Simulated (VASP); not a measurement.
C:

```
CELL_PARAMETERS angstrom
0.00000 1.76557 1.80865
1.76557 0.00000 1.80865
1.76557 1.76557 0.00000
ATOMIC_POSITIONS crystal
C 0.50000 0.50000 0.50000
C 0.75000 0.75000 0.75000
```

This cell differs from its parent crystal: volume 5.638 Å^3 an atom, c/a of the conventional cell 1.0244.

Base run:

```yaml
Program: VASP 6.6.1
Functional: LDA
Potentials_or_basis: VASP PAW LDA potentials, release 64 (C)
Cutoff: 520 eV
k_mesh: 12 × 12 × 12
Occupations: gaussian, width 0.05 eV
Spin: no spin polarisation
```

Its results: band gap on the k mesh 3.83 eV, indirect (least direct gap 5.34 eV); pressure -9.1 GPa.

**Question.** The run is repeated on the same cell with these changes: potentials or basis from VASP PAW LDA potentials, release 64 (C) to VASP PAW LDA potentials, release 64 (C_h); cutoff from 520 eV to 910 eV. What comes out?

**Answer.** Band gap on the k mesh 3.83 eV, indirect (least direct gap 5.34 eV); pressure -9.9 GPa.

Caveats: the cutoff is under 1.25 times the usual one of these potentials, so pressure, stress and relaxed cells hold a basis-set (Pulay) error (some runs).

A k mesh can miss the band edges.
